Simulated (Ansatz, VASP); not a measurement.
One calculation of H, two programs

```
CELL_PARAMETERS angstrom
2.66939 -2.61183 0.00000
2.66939 2.61183 0.00000
0.00000 0.00000 4.14182
ATOMIC_POSITIONS crystal
H 0.95330 0.04670 0.06851
H 0.45330 0.54670 0.43149
H 0.54670 0.45330 0.56851
H 0.04670 0.95330 0.93149
```

Change from the starting cell: strain +0.0175 x Voigt [1, 1, 0, 0, 0, 0], atoms carried along.

Alike in both runs: task single point; functional LDA; k mesh 6 × 6 × 6; occupations gaussian, width 0.05 eV; no spin polarisation.

|  | VASP | Ansatz |
| --- | --- | --- |
| version | VASP 6.6.1 | Ansatz 0.2.0 |
| potentials or method | VASP PAW LDA potentials, release 64 (H), cutoff 520 eV | scalar-relativistic, plane waves, PAW |
| valence electrons in the cell | 4 | 4 |

```csv
,VASP,Ansatz,Ansatz less VASP
gap on the k mesh at the Fermi level (eV),8.69,8.70,+0.005
least direct gap on the mesh (eV),9.33,9.33,+0.005
pressure (GPa),0.3,0.4,+0.14
"traceless stress, the component that is largest in VASP (GPa)",-0.94,-0.94,+0.004
rms of the force components (eV/Å),0.415,0.409,-0.0061
```

LDA's correlation is that of Perdew and Zunger in VASP and of Perdew and Wang (1992) in Ansatz. Atom by atom the forces differ by 0.006 eV/Å (rms over components).
